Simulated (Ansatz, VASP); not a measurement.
**Two plane-wave programs on Cu**

```
CELL_PARAMETERS angstrom
0.00000 1.81518 1.81518
1.81518 0.00000 1.81518
1.81518 1.81518 0.00000
ATOMIC_POSITIONS crystal
Cu 0.00000 0.00000 0.00000
```

Alike in both runs: functional PBE; k mesh 18 × 18 × 18; occupations methfessel-paxton of order 1, width 0.1 eV; no spin polarisation.

Ansatz relaxed the structure, and its values are those at the end. VASP's run is a single point on that final structure, the one shown.

|  | VASP | Ansatz |
| --- | --- | --- |
| version | VASP 6.6.1 | Ansatz 0.2.0 |
| potentials or method | VASP PAW PBE potentials, release 64 (Cu), cutoff 600 eV | plane-wave PAW DFT |
| valence electrons in the cell | 11 | 19 |

```csv
,VASP,Ansatz,Ansatz less VASP
pressure (GPa),0.7,0.0,-0.73
```

With one functional, cell and mesh, what is left measures potentials, basis and numerics. VASP's potentials hold 11 valence electrons a cell and Ansatz's 19, so a difference there can come from the potentials and not from the codes.
